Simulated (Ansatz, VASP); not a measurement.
## Os: VASP beside Ansatz

```
Os
1.0
     2.73060    0.00000    0.00000
    -1.36530    2.36477    0.00000
     0.00000    0.00000    4.42357
Os
2
Direct
  0.36667 0.68333 0.27500
  0.63333 0.31667 0.72500
```

Change from the starting cell: shortest bond scaled by 1.1, PAW files.

Alike in both runs: task single point; functional LDA; k mesh 13 × 13 × 7; occupations fermi-dirac, width 0.05 eV; no spin polarisation.

|  | VASP | Ansatz |
| --- | --- | --- |
| version | VASP 6.6.1 | Ansatz 0.2.0 |
| potentials or method | VASP PAW LDA potentials, release 64 (Os) | PAW with Ansatz's default frozen-core files, scalar-relativistic |
| plane-wave cutoff (eV) | 520 | 420 |
| valence electrons in the cell | 16 | 32 |

VASP gave:

```
pressure (GPa)                                                : -4.5
traceless stress, the component that is largest in VASP (GPa) : 5.10
rms of the force components (eV/Å)                            : 1.831
```

Problem. Which values does Ansatz return?

Solution. Pressure (GPa): -5.3; traceless stress, the component that is largest in VASP (GPa): 5.21; rms of the force components (eV/Å): 1.857.

LDA's correlation is that of Perdew and Zunger in VASP and of Perdew and Wang (1992) in Ansatz. Atom by atom the forces differ by 0.026 eV/Å (rms over components). VASP's potentials hold 16 valence electrons a cell and Ansatz's 32, so a difference there can come from the potentials and not from the codes.

Neither program's run includes spin-orbit coupling.
